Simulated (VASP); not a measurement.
A run of VASP 6.6.1 is set up as follows.

The input INCAR:

```
  ALGO = Normal
  EDIFF = 1E-7
  ENCUT = 520
  GGA = PE
  ISIF = 2
  ISMEAR = -1
  LASPH = T
  LCHARG = F
  LREAL = F
  LWAVE = F
  NBANDS = 12
  NELM = 60
  PREC = Accurate
  SIGMA = 0.05
```

KPOINTS

```
k-points
0
Gamma
  17 17 17
```

Contents of POSCAR:

```
Cu
1.0
    2.2333578546      0.0000000000      0.0000000000
    0.0000000000      2.2333578546      0.0000000000
    0.0000000000      0.0000000000      2.2333578546
Cu
1
Direct
    0.0000000000      0.0000000000      0.0000000000
```

Potentials or basis: VASP PAW PBE potentials, release 64 (Cu).

Command:

```console
$ cat potpaw_PBE.64/Cu/POTCAR > POTCAR
$ mpirun -np 1 vasp_std > vasp.out
```

Task: Estimate the pressure.

Result: 40.4 GPa.
